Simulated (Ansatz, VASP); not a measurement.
# CuRu in VASP and in Ansatz

```
Cu Ru
1.0
     2.93126    0.00000    0.00000
     0.00000    2.93126    0.00000
     0.00000    0.00000    2.93126
Cu Ru
1 1
Cartesian
  0.0000 0.0000 0.0000
  1.4656 1.4656 1.4656
```

Alike in both runs: functional r2SCAN; k mesh 6 × 6 × 6; occupations gaussian, width 0.1 eV; no spin polarisation.

Ansatz relaxed the structure, and its values are those at the end. VASP's run is a single point on that final structure, the one shown.

```csv
,VASP,Ansatz
version,VASP 6.6.1,Ansatz 0.2.0
potentials or method,"VASP PAW PBE potentials, release 64 (Cu_sv_GW, Ru_sv), cutoff 900 eV","scalar-relativistic, plane waves, PAW"
valence electrons in the cell,35,35
```

Ansatz gave:

| Quantity | Value |
| --- | --- |
| gap on the k mesh at the Fermi level (eV) | none |
| pressure (GPa) | -0.3 |

Problem. Which values does VASP return?

Solution. gap on the k mesh at the Fermi level (eV): none; pressure (GPa): -0.6.

VASP's potentials were made for PBE, not for r2SCAN. A gap of «none» marks a metal or a gap that the smearing closes. With one functional, cell and mesh, what is left measures potentials, basis and numerics.
